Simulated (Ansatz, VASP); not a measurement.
One calculation of CdS, two programs

```xyz
4
Lattice="4.1646 0.0000 0.0000 -2.0823 3.6067 0.0000 0.0000 0.0000 6.7660" Properties=species:S:1:pos:R:3 pbc="T T T"
Cd    0.0000    2.4044   -0.0065
Cd    2.0823    1.2022    3.3765
S     0.0000    2.4044    2.5438
S     2.0823    1.2022    5.9268
```

Alike in both runs: task single point; functional PBE; k mesh 12 × 12 × 4; occupations fermi-dirac, width 0.02 eV; no spin polarisation.

|  | VASP | Ansatz |
| --- | --- | --- |
| version | VASP 6.6.1 | Ansatz 0.2.0 |
| potentials or method | VASP PAW PBE potentials, release 64 (Cd, S) | plane waves, PAW |
| plane-wave cutoff (eV) | 520 | 420 |
| valence electrons in the cell | 36 | 52 |

|  | VASP | Ansatz | Ansatz less VASP |
| --- | --- | --- | --- |
| gap on the k mesh at the Fermi level (eV) | 1.17 | 1.17 | -0.002 |
| pressure (GPa) | 1.7 | 1.4 | -0.33 |
| traceless stress, the component that is largest in VASP (GPa) | 0.05 | 0.05 | -0.001 |

VASP's potentials hold 36 valence electrons a cell and Ansatz's 52, so a difference there can come from the potentials and not from the codes.
